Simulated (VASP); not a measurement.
# Au2Cl3 (P-3m1) in VASP: relaxation of cell and atoms with PBE

Aim: the relaxation of cell and atoms of Au2Cl3 with PBE.

Program: VASP 6.6.1. These are calculated values, not measurements. Logs are shortened: lines on timing, memory, paths and dates and some standing lists are left out, and cuts for length are marked.

**1. The cell of the first run**

It takes space group P-3m1 (No. 164, trigonal). Conventional cell: a = 4.364 Å, b = 4.364 Å, c = 6.790 Å, α = 90.00°, β = 90.00°, γ = 120.00°. Within 3.5 Å of Au (site symmetry 3m) lie 7 Cl at 2.63 to 3.02 Å. Within 4.0 Å of Cl (site symmetry -3m) lie 6 Au at 3.02 Å and 6 Cl at 3.49 Å. Within 3.5 Å of Cl (site symmetry 3m) lie 4 Au at 2.63 to 2.72 Å and 6 Cl at 3.20 to 3.49 Å.

**2. Relaxation of cell and atoms, PBE**

INCAR reads:

```
PREC = Accurate
ENCUT = 540
EDIFF = 1E-7
ISMEAR = 0
SIGMA = 0.1
LREAL = False
LASPH = True
NELM = 120
ALGO = Normal
ISIF = 3
LWAVE = False
LCHARG = False
GGA = PE
IBRION = 2
NSW = 90
EDIFFG = -0.04
GGA_COMPAT = False
NELMIN = 4
```

KPOINTS reads:

```
regular mesh
0
Gamma
  6 6 4
```

POSCAR reads:

```
Au2Cl3
1.0
    4.3640023320      0.0000000000      0.0000000000
   -2.1820011660      3.7793368817      0.0000000000
    0.0000000000      0.0000000000      6.7896787551
Au Cl
2 3
Direct
    0.3333333333      0.6666666667      0.2450000000
    0.6666666667      0.3333333333      0.7550000000
    0.0000000000      0.0000000000      0.0000000000
    0.3333333333      0.6666666667      0.6450000000
    0.6666666667      0.3333333333      0.3550000000
```

Potentials or basis: VASP PAW PBE potentials, release 64 (Au_sv_GW, Cl).

Launch:

```
> cat potpaw_PBE.64/Au_sv_GW/POTCAR potpaw_PBE.64/Cl/POTCAR > POTCAR
> mpirun -np 1 vasp_std > vasp.out
```

OUTCAR:

```text
PREC = Accurate
   ENCUT = 540
   EDIFF = 1E-7
   ISMEAR = 0
   LREAL = False
   LASPH = True
   NELM = 120
   ISIF = 3
   GGA = PE
   IBRION = 2
   NSW = 90
   EDIFFG = -0.04
   NELMIN = 4

 ion  position               nearest neighbor table
   1  0.333  0.667  0.245-   5 2.63   5 2.63   5 2.63   4 2.72
   2  0.667  0.333  0.755-   4 2.63   4 2.63   4 2.63   5 2.72
   3  0.000  0.000  0.000-
   4  0.333  0.667  0.645-   2 2.63   2 2.63   2 2.63   1 2.72
   5  0.667  0.333  0.355-   1 2.63   1 2.63   1 2.63   2 2.72

  LATTYP: Found a hexagonal cell.
 ALAT       =     4.3640023320
 C/A-ratio  =     1.5558375634

  Lattice vectors:

 A1 = (   4.3640023320,   0.0000000000,   0.0000000000)
 A2 = (  -2.1820011660,   3.7793368817,   0.0000000000)
 A3 = (   0.0000000000,   0.0000000000,   6.7896787551)

Analysis of symmetry for initial positions (statically):
=====================================================================
 Subroutine PRICEL returns:
 Original cell was already a primitive cell.

 Routine SETGRP: Setting up the symmetry group for a
 hexagonal supercell.

 Subroutine GETGRP returns: Found 12 space group operations
 (whereof 12 operations were pure point group operations)
 out of a pool of 24 trial point group operations.

The static configuration has the point symmetry D_3d.

Analysis of symmetry for dynamics (positions and initial velocities):
=====================================================================
 Subroutine PRICEL returns:
 Original cell was already a primitive cell.

 Routine SETGRP: Setting up the symmetry group for a
 hexagonal supercell.

 Subroutine GETGRP returns: Found 12 space group operations
 (whereof 12 operations were pure point group operations)
 out of a pool of 24 trial point group operations.

The dynamic configuration has the point symmetry D_3d.

 Subroutine INISYM returns: Found 12 space group operations
 (whereof 12 operations are pure point group operations),
 and found     1 'primitive' translations

----------------------------------------------------------------------------------------

                                     Primitive cell

  volume of cell :     111.9824

  direct lattice vectors                    reciprocal lattice vectors
     4.364002332  0.000000000  0.000000000     0.229147449  0.132298341  0.000000000
[... 91 lines left out ...]
   EDIFF  = 0.1E-06   stopping-criterion for ELM
   LREAL  =      F    real-space projection
   EDIFFG = -.4E-01   stopping-criterion for IOM
   NSW    =     90    number of steps for IOM
   IBRION =      2    ionic relax: 0-MD 1-quasi-New 2-CG
   NFREE  =      1    steps in history (QN), initial steepest desc. (CG)
   ISIF   =      3    stress and relaxation
   ISYM   =      2    0-nonsym 1-usesym 2-fastsym
   POTIM  = 0.5000    time-step for ionic-motion
   TEBEG  =    0.0;   TEEND  =   0.0 temperature during run
   PSTRESS=    0.0 pullay stress
   NELECT =      59.0000    total number of electrons
   NUPDOWN=      -1.0000    fix difference up-down
   EMIN   =  10.00;   EMAX   =-10.00  energy-range for DOS
   EFERMI =   0.00;   METHOD = LEGACY
   ISMEAR =     0;   SIGMA  =   0.10  broadening in eV -4-tet -1-fermi 0-gaus
   EFERMI_NEDOS =   21; number of points for ismear=-14 and -15
   IALGO  =     38    algorithm
   IMIX   =      4    mixing-type and parameters
     AMIX     =   0.40;   BMIX     =  1.00
     AMIX_MAG =   1.60;   BMIX_MAG =  1.00
  volume/ion in A,a.u.               =      22.40       151.14
  Fermi-wavevector in a.u.,A,eV,Ry     =   1.322236  2.498663 23.787166  1.748307
  Thomas-Fermi vector in A             =   2.451932
   LORBIT       =      0    0 simple, 1 ext, 2 COOP (PROOUT), +10 PAW based schemes
   GGA     = PE    functional components
   LHFCALC =     F    Hartree Fock is set to
   AEXX    =    0.0000 exact exchange contribution
   IVDW    =     0    specifies the selected vdW correction
   LEPSILON=     F    determine dielectric tensor
   LRPA    =     F    only Hartree local field effects (RPA)
 conjugate gradient relaxation of ions
 non-spin polarized calculation
 Gauss-broadening in eV      SIGMA  =   0.10
  energy-cutoff  :      540.00
  volume of cell :      111.98
 maximum number of plane-waves:      3210
 NGX is ok and might be reduce to    36
   NGX = 17   NGY = 17   NGZ = 25

--------------------------------------- Ionic step        1  -------------------------------------------

 number of electron      59.0000012 magnetization

 Free energy of the ion-electron system (eV)
  ---------------------------------------------------
  ext. energy  EPLUGINS =         0.00000000
  ---------------------------------------------------
  free energy    TOTEN  =        -9.84039072 eV

  energy without entropy =       -9.79986542  energy(sigma->0) =       -9.82012807

------------------------ aborting loop because EDIFF is reached ----------------------------------------

  FORCE on cell =-STRESS in cart. coord.  units (eV):
  Direction    XX          YY          ZZ          XY          YZ          ZX
  --------------------------------------------------------------------------------------
  -------------------------------------------------------------------------------------
  Total       -1.0733187     -1.0733187      3.6275744      0.0000000     -0.0000000      0.0000000
  in kB      -15.3564016    -15.3564016     51.9011654      0.0000000     -0.0000000      0.0000000
  external PRESSURE =       7.0627874 kB  Pullay stress =       0.0000000 kB
[... 98 lines left out ...]
  FREE ENERGIE OF THE ION-ELECTRON SYSTEM (eV)
  ---------------------------------------------------
  free  energy   TOTEN  =       -10.4272243776 eV

  energy  without entropy=      -10.4052786389  energy(sigma->0) =      -10.41625151

[... ionic steps 4 to 16 ...]

--------------------------------------- Ionic step       17  -------------------------------------------

 number of electron      59.0000006 magnetization

------------------------ aborting loop because EDIFF is reached ----------------------------------------
[... 73 lines left out ...]
--------------------------------------- Ionic step       19  -------------------------------------------

 number of electron      59.0000010 magnetization

 Free energy of the ion-electron system (eV)
  ---------------------------------------------------
  ext. energy  EPLUGINS =         0.00000000
  ---------------------------------------------------
  free energy    TOTEN  =       -10.64594907 eV

  energy without entropy =      -10.63718964  energy(sigma->0) =      -10.64156935

 E-fermi :   2.8276     XC(G=0):  -9.5627

 val. band max:        2.7903706890   @ k =   0.3333   0.3333   0.5000
 cond. band min:       2.8545776175   @ k =   0.3333   0.3333   0.2500
 fundamental gap:      0.0642069285
 Fermi energy:         2.8276089589

 k-point     1 :       0.0000    0.0000    0.0000
  band No.  band energies     occupation
      1    -101.3657      2.00000
      2    -101.3656      2.00000
      3     -52.7603      2.00000
      4     -52.7603      2.00000
      5     -52.7598      2.00000
      6     -52.7598      2.00000
[... 933 lines left out ...]
  FREE ENERGIE OF THE ION-ELECTRON SYSTEM (eV)
  ---------------------------------------------------
  free  energy   TOTEN  =       -10.6459490691 eV

  energy  without entropy=      -10.6371896396  energy(sigma->0) =      -10.64156935

 reached required accuracy - stopping structural energy minimisation
```

CONTCAR:

```text
Au2Cl3
   1.00000000000000
     4.0917069774815760    0.0000000000000000    0.0000000000000000
    -2.0458534887407880    3.5435221873520453   -0.0000000000000000
    -0.0000000000000000   -0.0000000000000001    8.1339515501463460
  Au              Cl
     2     3
Direct
     0.3333333332999970    0.6666666667000030    0.1963587474314538
     0.6666666667000030    0.3333333332999970    0.8036412525685462
     0.0000000000000000    0.0000000000000000    1.0000000000000000
     0.3333333332999970    0.6666666667000030    0.6813669877587537
     0.6666666667000030    0.3333333332999970    0.3186330122412461

  0.00000000E+00  0.00000000E+00  0.00000000E+00
  0.00000000E+00  0.00000000E+00  0.00000000E+00
  0.00000000E+00  0.00000000E+00  0.00000000E+00
  0.00000000E+00  0.00000000E+00  0.00000000E+00
  0.00000000E+00  0.00000000E+00  0.00000000E+00
```

It took 46 min on 1 thread of Intel Xeon Platinum 8259CL at 2.50GHz (Skylake/Cascade Lake), shared host; peak memory 0.32 GiB.

Results:

```yaml
Free_energy: -10.6459 eV
Relaxed_volume: 23.59 Å³/atom
Relaxed_cell: a = 4.092 Å, b = 4.092 Å, c = 8.134 Å, α = 90.00°, β = 90.00°, γ = 120.00°
Space_group_after_relaxing_to_0.1_Å: P-3m1 (No. 164)
Energy_gained_by_relaxing: 161.1 meV/atom
Ionic_steps: 19
Pressure_after_relaxing: -0.1 GPa
Largest_force_after_relaxing: 0.038 eV/Å
Band_gap_on_the_k_mesh: zero (an odd number of electrons rules out a gap without spin polarisation)
```

Forces in eV/Å, atoms in the order of the input:
```
Au   0.000  0.000 -0.038
Au   0.000  0.000  0.038
Cl   0.000  0.000  0.000
Cl   0.000  0.000  0.021
Cl   0.000  0.000 -0.021
```

The path:
| step | energy change (eV) | largest force (eV/Å) | pressure (GPa) | volume (Å³) |
| --- | --- | --- | --- | --- |
| 1 | 0.0000 | 1.0878 | 0.71 | 111.98 |
| 2 | -0.2633 | 0.7631 | -0.42 | 113.51 |
| 3 | -0.5868 | 0.4340 | -0.84 | 116.24 |
| 4 | -0.5725 | 0.6075 | 2.92 | 120.06 |
| 5 | -0.6690 | 0.4806 | 0.69 | 118.56 |
| 6 | -0.6718 | 0.4660 | 0.37 | 118.24 |
| 7 | -0.7106 | 0.3721 | -0.74 | 120.23 |
| 8 | -0.7256 | 0.2616 | -1.79 | 122.29 |
| 9 | -0.7433 | 0.2294 | -1.63 | 121.69 |
| 10 | -0.7834 | 0.1294 | -1.12 | 119.89 |
| 11 | -0.7928 | 0.1532 | 0.12 | 116.32 |
| 12 | -0.8015 | 0.1265 | -0.45 | 117.84 |
| 13 | -0.8016 | 0.1277 | -0.43 | 117.75 |
| 14 | -0.8036 | 0.0804 | -0.10 | 117.23 |
| 15 | -0.8038 | 0.0525 | 0.10 | 116.93 |
| 16 | -0.8038 | 0.0547 | 0.08 | 116.96 |
| 17 | -0.8041 | 0.0519 | 0.06 | 117.06 |
| 18 | -0.8049 | 0.0417 | 0.02 | 117.35 |
| 19 | -0.8056 | 0.0377 | -0.08 | 117.93 |

Final structure:
```
CELL_PARAMETERS angstrom
4.09171 0.00000 0.00000
-2.04585 3.54352 0.00000
0.00000 0.00000 8.13395
ATOMIC_POSITIONS crystal
Au 0.33333 0.66667 0.19636
Au 0.66667 0.33333 0.80364
Cl 0.00000 0.00000 0.00000
Cl 0.33333 0.66667 0.68137
Cl 0.66667 0.33333 0.31863
```

Caveat: a cell axis changed by over 15 % at a fixed basis, so the end point is rough; spin-orbit coupling is left out, which moves the levels of the heavy elements; an odd number of electrons without spin polarisation forces a metal; a magnetic or distorted state may lie lower.

The gap in the log of VASP goes by the Fermi energy; the results here count the filled bands.